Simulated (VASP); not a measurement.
# PbO2 (Plattnerite) (P4_2/mnm) in VASP: settings compared

Aim: see how the results for PbO2 (Plattnerite) move with the level of theory and the settings. Levels: PBE, r2SCAN. Tasks: single point.

Everything below comes from runs of VASP 6.6.1. Logs are shortened: lines on timing, memory, paths and dates and some standing lists are left out, and cuts for length are marked.

## Step 1: The cell of the first run

It takes space group P4_2/mnm (No. 136, tetragonal). Conventional cell: a = 5.080 Å, b = 5.080 Å, c = 3.447 Å, α = 90.00°, β = 90.00°, γ = 90.00°. Within 2.9 Å of Pb (site symmetry mmm) lie 6 O at 2.21 Å. Within 2.9 Å of O (site symmetry m2m) lie 3 Pb at 2.21 Å and 1 O at 2.76 Å.

## Step 2: Single point, PBE

The input, INCAR:

```
SYSTEM = PbO2
PREC = Accurate ; ENCUT = 520
EDIFF = 1E-7 ; ISMEAR = -1
SIGMA = 0.1 ; LREAL = .False.
LASPH = .True. ; NELM = 100
ALGO = Normal ; ISIF = 2
LWAVE = .False. ; LCHARG = .True.
GGA = PE ; LELF = .True.
LVHAR = .True. ; NBANDS = 35
```

The input, KPOINTS:

```
regular mesh
0
Gamma
  7 7 9
  0 0 0
```

The input, POSCAR:

```
PbO2
1.0
    5.0801676664      0.0000000000      0.0000000000
    0.0000000000      5.0801676664      0.0000000000
    0.0000000000      0.0000000000      3.4470381256
Pb O
2 4
Direct
    0.0000000000      0.0000000000      0.0000000000
    0.5000000000      0.5000000000      0.5000000000
    0.3079243041      0.3079243041      0.0000000000
    0.1920756959      0.8079243041      0.5000000000
    0.6920756959      0.6920756959      0.0000000000
    0.8079243041      0.1920756959      0.5000000000
```

Potentials or basis: VASP PAW PBE potentials, release 64 (Pb_d, O).

The run is started by

```console
$ cat potpaw_PBE.64/Pb_d/POTCAR potpaw_PBE.64/O/POTCAR > POTCAR
$ mpirun -np 1 vasp_std > vasp.out
```

OUTCAR:

```text
SYSTEM = PbO2
   PREC = Accurate
   ENCUT = 520
   EDIFF = 1E-7
   ISMEAR = -1
   LREAL = .False.
   LASPH = .True.
   NELM = 100
   ISIF = 2
   GGA = PE

 ion  position               nearest neighbor table
   1  0.000  0.000  0.000-   4 2.21   6 2.21   4 2.21   6 2.21   5 2.21   3 2.21   2 3.98   2 3.98
                             2 3.98   2 3.98   2 3.98   2 3.98   2 3.98   2 3.98
   2  0.500  0.500  0.500-   3 2.21   5 2.21   3 2.21   5 2.21   4 2.21   6 2.21   1 3.98   1 3.98
                             1 3.98   1 3.98   1 3.98   1 3.98   1 3.98   1 3.98
   3  0.308  0.308  0.000-   2 2.21   2 2.21   1 2.21
   4  0.192  0.808  0.500-   1 2.21   1 2.21   2 2.21
   5  0.692  0.692  0.000-   2 2.21   2 2.21   1 2.21
   6  0.808  0.192  0.500-   1 2.21   1 2.21   2 2.21

  LATTYP: Found a simple tetragonal cell.
 ALAT       =     5.0801676664
 C/A-ratio  =     0.6785284172

  Lattice vectors:

 A1 = (   5.0801676664,   0.0000000000,   0.0000000000)
 A2 = (   0.0000000000,   5.0801676664,   0.0000000000)
 A3 = (   0.0000000000,   0.0000000000,   3.4470381256)

Analysis of symmetry for initial positions (statically):
=====================================================================
 Subroutine PRICEL returns:
 Original cell was already a primitive cell.

 Routine SETGRP: Setting up the symmetry group for a
 simple tetragonal supercell.

 Subroutine GETGRP returns: Found 16 space group operations
 (whereof  8 operations were pure point group operations)
 out of a pool of 16 trial point group operations.

The static configuration has the point symmetry D_2h.
 The point group associated with its full space group is D_4h.

Analysis of symmetry for dynamics (positions and initial velocities):
=====================================================================
 Subroutine PRICEL returns:
 Original cell was already a primitive cell.

 Routine SETGRP: Setting up the symmetry group for a
 simple tetragonal supercell.

 Subroutine GETGRP returns: Found 16 space group operations
 (whereof  8 operations were pure point group operations)
 out of a pool of 16 trial point group operations.

The dynamic configuration has the point symmetry D_2h.
 The point group associated with its full space group is D_4h.

 Subroutine INISYM returns: Found 16 space group operations
 (whereof  8 operations are pure point group operations),
 and found     1 'primitive' translations

----------------------------------------------------------------------------------------
[... 99 lines left out ...]
   ENCUT  =  520.0 eV  38.22 Ry    6.18 a.u.   9.45  9.45  6.41*2*pi/ulx,y,z
   NELM   =    100;   NELMIN=  2; NELMDL= -5     # of ELM steps
   EDIFF  = 0.1E-06   stopping-criterion for ELM
   LREAL  =      F    real-space projection
   EDIFFG = 0.1E-05   stopping-criterion for IOM
   NSW    =      0    number of steps for IOM
   IBRION =     -1    ionic relax: 0-MD 1-quasi-New 2-CG
   NFREE  =      0    steps in history (QN), initial steepest desc. (CG)
   ISIF   =      2    stress and relaxation
   ISYM   =      2    0-nonsym 1-usesym 2-fastsym
   POTIM  = 0.5000    time-step for ionic-motion
   TEBEG  =    0.0;   TEEND  =   0.0 temperature during run
   PSTRESS=    0.0 pullay stress
   NELECT =      52.0000    total number of electrons
   NUPDOWN=      -1.0000    fix difference up-down
   EMIN   =  10.00;   EMAX   =-10.00  energy-range for DOS
   EFERMI =   0.00;   METHOD = LEGACY
   ISMEAR =    -1;   SIGMA  =   0.10  broadening in eV -4-tet -1-fermi 0-gaus
   EFERMI_NEDOS =   21; number of points for ismear=-14 and -15
   IALGO  =     38    algorithm
   IMIX   =      4    mixing-type and parameters
     AMIX     =   0.40;   BMIX     =  1.00
     AMIX_MAG =   1.60;   BMIX_MAG =  1.00
  volume/ion in A,a.u.               =      14.83       100.06
  Fermi-wavevector in a.u.,A,eV,Ry     =   1.368806  2.586668 25.492280  1.873630
  Thomas-Fermi vector in A             =   2.494737
   LORBIT       =      0    0 simple, 1 ext, 2 COOP (PROOUT), +10 PAW based schemes
   GGA     = PE    functional components
   LHFCALC =     F    Hartree Fock is set to
   AEXX    =    0.0000 exact exchange contribution
   IVDW    =     0    specifies the selected vdW correction
   LEPSILON=     F    determine dielectric tensor
   LRPA    =     F    only Hartree local field effects (RPA)
 non-spin polarized calculation
  energy-cutoff  :      520.00
  volume of cell :       88.96
 maximum number of plane-waves:      2426
 NGX is ok and might be reduce to    40
   NGX = 19   NGY = 19   NGZ = 13

 number of electron      51.9999982 magnetization

 Free energy of the ion-electron system (eV)
  ---------------------------------------------------
  ext. energy  EPLUGINS =         0.00000000
  ---------------------------------------------------
  free energy    TOTEN  =       -31.87906004 eV

  energy without entropy =      -31.85381050  energy(sigma->0) =      -31.86643527

 E-fermi :   3.8552     XC(G=0): -10.3687

 val. band max:        3.8504877041   @ k =   0.1429   0.1429   0.0000
 cond. band min:       3.9622768926   @ k =   0.1429   0.0000   0.1111
 fundamental gap:      0.1117891885
 Fermi energy:         3.8552330265

 k-point     1 :       0.0000    0.0000    0.0000
  band No.  band energies     occupation
      1     -14.2512      2.00000
      2     -14.2119      2.00000
      3     -12.6592      2.00000
      4     -12.6592      2.00000
      5     -11.7733      2.00000
      6     -11.6241      2.00000
[... 901 lines left out ...]
     34      14.8392      0.00000
     35      15.7100      0.00000

 [... further k-points ...]
[... 5 lines left out ...]
  --------------------------------------------------------------------------------------
  -------------------------------------------------------------------------------------
  Total        0.0990850      0.0990850      0.1787748      0.0000000      0.0000000      0.0000000
  in kB        1.7844992      1.7844992      3.2196951      0.0000000      0.0000000      0.0000000
  external PRESSURE =       2.2628979 kB  Pullay stress =       0.0000000 kB

 VOLUME and BASIS-vectors are now :
 -----------------------------------------------------------------------------
  energy-cutoff  :      520.00
  volume of cell :       88.96
      direct lattice vectors                 reciprocal lattice vectors
     5.080167666  0.000000000  0.000000000     0.196843897  0.000000000  0.000000000
     0.000000000  5.080167666  0.000000000     0.000000000  0.196843897  0.000000000
     0.000000000  0.000000000  3.447038126     0.000000000  0.000000000  0.290104131

 POSITION                                       TOTAL-FORCE (eV/Angst)
 -----------------------------------------------------------------------------------
      0.00000      0.00000      0.00000        -0.000000      0.000000     -0.000000
      2.54008      2.54008      1.72352        -0.000000      0.000000     -0.000000
      1.56431      1.56431      0.00000        -0.007236     -0.007236      0.000000
      0.97578      4.10439      1.72352         0.007236     -0.007236     -0.000000
      3.51586      3.51586      0.00000         0.007236      0.007236     -0.000000
      4.10439      0.97578      1.72352        -0.007236      0.007236     -0.000000
 -----------------------------------------------------------------------------------
    total drift:                                0.000000      0.000000      0.000000

  FREE ENERGIE OF THE ION-ELECTRON SYSTEM (eV)
  ---------------------------------------------------
  free  energy   TOTEN  =       -31.8790600435 eV

  energy  without entropy=      -31.8538104983  energy(sigma->0) =      -31.86643527
```

OSZICAR:

```text
N       E                     dE             d eps       ncg     rms          rms(c)
DAV:   1     0.672523353673E+03    0.67252E+03   -0.25702E+04  3500   0.178E+03
DAV:   2     0.563049914553E+02   -0.61622E+03   -0.58536E+03  3809   0.489E+02
DAV:   3    -0.327648166079E+02   -0.89070E+02   -0.85897E+02  4224   0.204E+02
DAV:   4    -0.373396878858E+02   -0.45749E+01   -0.45282E+01  4448   0.487E+01
DAV:   5    -0.374990947426E+02   -0.15941E+00   -0.15901E+00  4562   0.929E+00    0.139E+01
DAV:   6    -0.319083909009E+02    0.55907E+01   -0.17745E+01  5284   0.491E+01    0.466E+00
DAV:   7    -0.319109123924E+02   -0.25215E-02   -0.16910E+00  4266   0.987E+00    0.278E+00
DAV:   8    -0.319045530157E+02    0.63594E-02   -0.39246E-01  5405   0.552E+00    0.120E+00
DAV:   9    -0.318772521578E+02    0.27301E-01   -0.75450E-02  5338   0.346E+00    0.137E-01
DAV:  10    -0.318791928890E+02   -0.19407E-02   -0.12011E-02  3826   0.625E-01    0.141E-01
DAV:  11    -0.318790880824E+02    0.10481E-03   -0.36965E-04  5678   0.186E-01    0.613E-02
DAV:  12    -0.318790614991E+02    0.26583E-04   -0.92860E-05  4118   0.716E-02    0.173E-02
DAV:  13    -0.318790605117E+02    0.98737E-06   -0.77522E-06  5746   0.328E-02    0.509E-03
DAV:  14    -0.318790596743E+02    0.83736E-06   -0.27833E-06  5350   0.169E-02    0.225E-03
DAV:  15    -0.318790597841E+02   -0.10973E-06   -0.18804E-07  3025   0.314E-03    0.762E-04
DAV:  16    -0.318790599828E+02   -0.19872E-06   -0.37388E-08  2182   0.284E-03    0.108E-04
DAV:  17    -0.318790600435E+02   -0.60707E-07   -0.20364E-08  2185   0.132E-03
   1 F= -.31879060E+02 E0= -.31866435E+02  d E =-.252495E-01
```

stdout:

```text
POSCAR found type information on POSCAR PbO
 POSCAR found :  2 types and       6 ions
 scaLAPACK will be used
 LDA part: xc-table for (Slater+PW92), standard interpolation
 POSCAR, INCAR and KPOINTS ok, starting setup
 FFT: planning ... GRIDC
 FFT: planning ... GRID_SOFT
 FFT: planning ... GRID
 WAVECAR not read
 entering main loop
```

It took 76 s on 1 thread of Intel Xeon 6975P-C (Granite Rapids), shared host; peak memory 0.26 GiB.

What came out:

```yaml
Free_energy: -31.8791 eV
Pressure: 0.2 GPa
Largest_force: 0.010 eV/Å
```

Forces in eV/Å, atoms in the order of the input:
```
Pb   0.000  0.000  0.000
Pb   0.000  0.000  0.000
O   -0.007 -0.007  0.000
O    0.007 -0.007  0.000
O    0.007  0.007  0.000
O   -0.007  0.007  0.000
```

Levels at points of the mesh, in eV from the Fermi level:
| k point | band 22 | band 23 | band 24 | band 25 | band 26 | band 27 | band 28 | band 29 | band 30 | band 31 |
| --- | --- | --- | --- | --- | --- | --- | --- | --- | --- | --- |
| (0.00, 0.00, 0.00) | -0.87 | -0.77 | -0.77 | -0.68 | -0.68 | -0.04 | 3.73 | 5.61 | 5.61 | 9.39 |

Caveat: spin-orbit coupling is left out, which moves the levels of the heavy elements.

[end of part 1 of 2]
